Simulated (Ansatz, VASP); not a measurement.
**Sr in VASP and in Ansatz**

```xyz
2
Lattice="0.0000 4.9622 4.9622 4.9622 0.0000 4.9622 4.9622 4.9622 0.0000" Properties=species:S:1:pos:R:3 pbc="T T T"
Sr    1.2405    1.2405    1.2405
Sr    8.6838    8.6838    8.6838
```

Alike in both runs: task single point; functional revPBE; k mesh 7 × 7 × 7; occupations fermi-dirac, width 0.1 eV; no spin polarisation.

```csv
,VASP,Ansatz
version,VASP 6.6.1,Ansatz 0.2.0
potentials or method,"VASP PAW PBE potentials, release 64 (Sr_sv), cutoff 520 eV","plane waves (420 eV) with PAW, scalar-relativistic"
valence electrons in the cell,20,20
```

|  | VASP | Ansatz | Ansatz less VASP |
| --- | --- | --- | --- |
| pressure (GPa) | -0.1 | -0.1 | 0.00 |

VASP's potentials were made for PBE, not for revPBE.
